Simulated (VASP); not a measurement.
**Ni: single point with LDA**

Crystal: Ni.

```xyz
2
Lattice="2.4960 0.0000 0.0000 -1.2480 2.1616 0.0000 0.0000 0.0000 4.1527" Properties=species:S:1:pos:R:3 pbc="T T T"
Ni    0.0000    1.4411    1.0382
Ni    1.2480    0.7205    3.1145
```

```json
{
  "Program": "VASP 6.6.1",
  "Task": "single point",
  "Functional": "LDA",
  "Potentials or basis": "VASP PAW LDA potentials, release 64 (Ni)",
  "Cutoff": "520 eV",
  "k mesh": "13 × 13 × 7",
  "Occupations": "methfessel-paxton, width 0.01 eV",
  "Spin": "collinear spin, ferromagnetic start",
  "Starting moments": "[1.5, 1.5] μB"
}
```

The pressure is -20.8 GPa, the net moment is 1.25 μB per cell and the site moments are Ni +0.63 μB. The valence electrons inside the program's atomic spheres are Ni 9.27.

Stress tensor (GPa, compression positive):
```
-20.13   0.00   0.00
  0.00 -20.13   0.00
  0.00   0.00 -22.22
```

Levels at points of the mesh, in eV from the Fermi level:
Spin up:
```
           k point  band 9  band 10  band 11  band 12  band 13  band 14
(0.00, 0.00, 0.00)   -1.52    -0.65    -0.65    -0.40     5.22    22.65
```
Spin down:
```
           k point  band 5  band 6  band 7  band 8  band 9  band 10  band 11  band 12  band 13  band 14
(0.00, 0.00, 0.00)   -1.61   -1.36   -1.36   -0.90   -0.90    -0.38    -0.01    -0.01     5.61    22.63
```

Run time: 93 s on 1 thread of Intel Xeon 8259CL, with other jobs on the host, peak memory 0.17 GiB.
